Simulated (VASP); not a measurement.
Runs of VASP 6.6.1 on Cr. The structure is that of space group Im-3m (No. 229), or close to it. The cells are those of the table. 

```tsv
task	spin	cell	k mesh	cutoff (eV)	gap on the mesh (eV)	pressure (GPa)
single point	off	a = 2.390 Å, angles 109.5°, 1 atom	25 × 25 × 25	520	none	39.5
single point	off	a = 2.425 Å, angles 109.5°, 1 atom	25 × 25 × 25	520	none	23.3
relaxation of cell and atoms	off	relaxed from a = 2.498 Å, angles 109.5°, 1 atom	15 × 15 × 15	600	none	0.0
single point	off	a = 2.526 Å, angles 109.5°, 1 atom	25 × 25 × 25	520	none	-8.5
single point	off	a = 2.460 Å, angles 109.5°, 1 atom	25 × 25 × 25	520	none	10.3
single point	off	a = 2.558 Å, angles 109.5°, 1 atom	25 × 25 × 25	520	none	-15.3
single point	non-collinear, zero start, SOC	a = 2.494 Å, angles 109.5°, 1 atom	15 × 15 × 15	520	-	-0.1
single point	off	a = 2.494 Å, angles 109.5°, 1 atom	8 × 8 × 8	500	none	(a)
single point	off	a = 2.590 Å, angles 109.5°, 1 atom	25 × 25 × 25	520	none	-20.8
single point	off	a = 2.494 Å, angles 109.5°, 1 atom	15 × 15 × 15	520	none	(b)
single point	off	a = 2.494 Å, angles 109.5°, 1 atom	25 × 25 × 25	520	none	-0.1
```

Alike in all rows: level BLYP; potentials or basis VASP PAW PBE potentials, release 64 (Cr_pv); smearing fermi-dirac 0.1 eV.

Task: Fill in the values left out.

Result: (a) 0.3; (b) -0.2.

Caveats: some runs use coarse meshes; the PAW data sets were made with another functional, which shifts forces and pressure a little.

A gap of «none» marks levels without a gap at the run's occupations.
